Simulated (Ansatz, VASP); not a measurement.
## One calculation of InSb, two programs

File POSCAR:

```
InSb
1.0
    0.0000000000      3.2599290576      3.2599290576
    3.2599290576      0.0000000000      3.2599290576
    3.2599290576      3.2599290576      0.0000000000
In Sb
1 1
Direct
    0.0000000000      0.0000000000      0.0000000000
    0.2500000000      0.2500000000      0.2500000000
```

Contents of INCAR.step1:

```
SYSTEM = InSb
ALGO = Normal ; EDIFF = 1E-4
ENCUT = 520 ; GGA = PE
ISMEAR = 0 ; LASPH = .True.
LCHARG = .False. ; LREAL = .False.
LWAVE = .True. ; NBANDS = 16
NELM = 80 ; PREC = Accurate
SIGMA = 0.1
```

INCAR.step2

```
SYSTEM = InSb
ALGO = Normal ; EDIFF = 1E-6
ENCUT = 520 ; ISIF = 2
ISMEAR = 0 ; ISTART = 1
LASPH = .True. ; LCHARG = .False.
LMIXTAU = .True. ; LREAL = .False.
LWAVE = .False. ; METAGGA = R2SCAN
NBANDS = 16 ; NELM = 80
PREC = Accurate ; SIGMA = 0.1
```

The input KPOINTS:

```
k-points
0
Gamma
  12 12 12
  0 0 0
```

Input for Ansatz:

```yaml
crystal:
  lattice:
    - [0.0, 3.2599290576, 3.2599290576]
    - [3.2599290576, 0.0, 3.2599290576]
    - [3.2599290576, 3.2599290576, 0.0]
  atoms:
    - { symbol: In, position: [0.0, 0.0, 0.0] }
    - { symbol: Sb, position: [0.25, 0.25, 0.25] }
basis:
  ecutwfc: 500
kpoints:
  mp_grid: { grid: [12, 12, 12] }
  band_path:
    path:
      - [0.0, 0.0, 0.0]
      - [-0.5, -0.5, 0.0]
      - [-0.375, -0.375, 0.25]
      - [-0.375, 0.0, 0.375]
      - [0.0, 0.0, 0.5]
      - [-0.5, -0.25, 0.25]
    npoints: 1
hamiltonian:
  xc: r2scan
scf:
  occupations: { method: gaussian, width: 0.1 }
  n_extra_bands: 4
output:
  forces: true
  stress: true
  eigenvalues: true
```

Alike in both runs: task single point; functional r2SCAN; k mesh 12 × 12 × 12; occupations gaussian, width 0.1 eV; no spin polarisation.

|  | VASP | Ansatz |
| --- | --- | --- |
| version | VASP 6.6.1 | Ansatz 0.2.0 |
| potentials or method | VASP PAW PBE potentials, release 64 (In_d, Sb), cutoff 520 eV | scalar-relativistic, plane waves, PAW |
| valence electrons in the cell | 18 | 28 |

|  | VASP | Ansatz | Ansatz less VASP |
| --- | --- | --- | --- |
| gap on the k mesh at the Fermi level (eV) | 0.12 | 0.12 | +0.001 |
| least direct gap on the mesh (eV) | 0.12 | 0.12 | +0.001 |
| pressure (GPa) | 0.7 | 0.8 | +0.01 |

VASP's potentials were made for PBE, not for r2SCAN. VASP's potentials hold 18 valence electrons a cell and Ansatz's 28, so a difference there can come from the potentials and not from the codes.

Spin-orbit coupling is off throughout.
